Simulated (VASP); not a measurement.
The system is Hf.

```
Hf
1.0
     2.91000    0.00000    0.00000
     0.00000    2.91000    0.00000
     0.00000    0.00000    2.91000
Hf
1
Direct
  0.00000 0.00000 0.00000
```

```yaml
Program: VASP 6.6.1
Task: relaxation of cell and atoms
Functional: revPBE
Dispersion: D3(BJ)
Potentials_or_basis: VASP PAW PBE potentials, release 64 (Hf_pv)
Cutoff: 600 eV
k_mesh: 9 × 9 × 9
Occupations: fermi-dirac, width 0.1 eV
Spin: no spin polarisation
```

At the start: pressure -2.8 GPa; volume 24.64 Å³/atom.

Q: How do energy, volume and symmetry change on relaxing?

A: Over 3 steps the energy falls by 8.6 meV/atom and the volume is 23.70 Å³/atom (-3.8 %); space group Pm-3m (No. 221, to 0.05 Å).

Step by step:
```tsv
step	energy change (eV)	largest force (eV/Å)	pressure (GPa)	volume (Å³)
1	0.0000	0.0000	-2.84	24.64
2	-0.0050	0.0000	2.01	23.12
3	-0.0086	0.0000	0.00	23.70
```

Final structure:
```
Hf
1.0
     2.87240    0.00000    0.00000
     0.00000    2.87240    0.00000
     0.00000    0.00000    2.87240
Hf
1
Direct
  0.00000 0.00000 0.00000
```

Caveat: the PAW data sets were made with another functional, which shifts forces and pressure a little; pairwise dispersion overbinds metals, which lowers pressure and volume.
